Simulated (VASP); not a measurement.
Here is a VASP 6.6.1 calculation.

Contents of INCAR:

```
PREC = Accurate
ENCUT = 500
EDIFF = 1E-7
ISMEAR = 0
SIGMA = 0.1
LREAL = False
LASPH = True
NELM = 120
ALGO = Normal
ISIF = 3
LWAVE = False
LCHARG = False
GGA = PE
IBRION = 2
NSW = 80
EDIFFG = -0.025
GGA_COMPAT = False
NELMIN = 4
```

The input KPOINTS:

```
regular mesh
0
Gamma
  4 4 4
```

Contents of POSCAR:

```
Al2GaP3
1.0
   -3.8448623297      3.6981254829      0.0217065026
    3.9739937366      3.8272568898      0.0293538467
    1.9143252688     -1.9031847844     -8.1765736983
Al Ga P
4 2 6
Direct
    0.3038356991      1.0304223409      0.6554296850
    0.8770205163      0.4986035440      0.6938344739
    0.7009507248     -0.0059801877      0.3280785968
    0.1502273489      0.4908063145      0.3358765548
   -0.0067299865     -0.0147879939     -0.0105111104
    0.5118603897      0.5201185940      0.0111655297
    0.3043287991      0.2593297760      0.1734815296
    0.8288058745      0.7258951246      0.1489225836
    0.6411570631      0.2636193366      0.8166549228
    0.1772536027      0.7116587032      0.8274339272
    0.9908169756      0.2759073152      0.4993472013
    0.5204729928      0.7444071328      0.5202861057
```

Potentials or basis: VASP PAW PBE potentials, release 64 (Al, Ga_d, P).

The run is started by

```sh
$ cat potpaw_PBE.64/Al/POTCAR potpaw_PBE.64/Ga_d/POTCAR potpaw_PBE.64/P/POTCAR > POTCAR
$ mpirun -np 1 vasp_std > vasp.out
```

Q: Predict the band gap on the k mesh.

A: 1.64 eV.

Q: Estimate the space group after relaxing (to 0.1 Å).

A: I-4m2 (No. 119).

Stress tensor (GPa, compression positive):
```
-0.03 -0.01  0.00
-0.01 -0.04  0.05
 0.00  0.05 -0.06
```

A k mesh can miss the band edges.
